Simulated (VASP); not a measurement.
A run of VASP 6.6.1:

The input INCAR:

```
SYSTEM = SrO
ALGO = Normal
EDIFF = 1E-6
ENCUT = 520
GGA = PE
ISIF = 2
ISMEAR = 0
LASPH = .True.
LCHARG = .False.
LREAL = .False.
LWAVE = .False.
NBANDS = 24
NELM = 100
PREC = Accurate
SIGMA = 0.05
```

File KPOINTS:

```
k-points
0
Gamma
  9 9 4
  0 0 0
```

Contents of POSCAR:

```
SrO
1.0
    3.6663715749      0.0000000000      0.0000000000
   -1.8331857875      3.1751709235      0.0000000000
    0.0000000000      0.0000000000      6.3986871764
Sr O
2 2
Direct
    0.3333333333      0.6666666667      0.2500000000
    0.6666666667      0.3333333333      0.7500000000
    0.0000000000      0.0000000000      0.0000000000
    0.0000000000      0.0000000000      0.5000000000
```

Potentials or basis: VASP PAW PBE potentials, release 64 (Sr_sv, O).

Run with:

```sh
$ cat potpaw_PBE.64/Sr_sv/POTCAR potpaw_PBE.64/O/POTCAR > POTCAR
$ mpirun -np 1 vasp_std > vasp.out
```

Hardware: 1 thread of Intel Xeon 6975P-C (shared host).

Task: Estimate the wall time of this run.

Result: Run time: 47 s on 1 thread of Intel Xeon 6975P-C, with other jobs on the host, peak memory 0.21 GiB. Counts: scf iterations 14, k points 36.
